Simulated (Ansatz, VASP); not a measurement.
# LaNbO: VASP beside Ansatz

```
CELL_PARAMETERS angstrom
2.98471 0.00000 0.00000
0.00000 2.98471 0.00000
0.00000 0.00000 5.85877
ATOMIC_POSITIONS crystal
La 0.00000 0.00000 0.96606
Nb 0.00000 0.00000 0.43213
O 0.50000 0.50000 0.57382
```

Alike in both runs: task relaxation of cell and atoms; functional PBE; k mesh 16 × 16 × 8; occupations gaussian, width 0.1 eV; no spin polarisation.

```csv
,VASP,Ansatz
version,VASP 6.6.1,Ansatz 0.2.0
potentials or method,"VASP PAW PBE potentials, release 64 (La, Nb_sv, O), cutoff 600 eV","scalar-relativistic, plane waves, PAW"
valence electrons in the cell,30,30
```

VASP gave:

```
gap on the k mesh at the Fermi level, each at its own relaxed structure (eV) : none
relaxed volume (Å³/atom)                                                     : 17.41
relaxed length of the cell vector where the two differ most in proportion (Å)              : 5.896
```

Task: Which values does Ansatz return?

Result: gap on the k mesh at the Fermi level, each at its own relaxed structure (eV): none; relaxed volume (Å³/atom): 17.45; relaxed length of the cell vector where the two differ most in proportion (Å): 5.904.

A gap of «none» marks a metal or a gap that the smearing closes.

Spin-orbit coupling is off throughout.
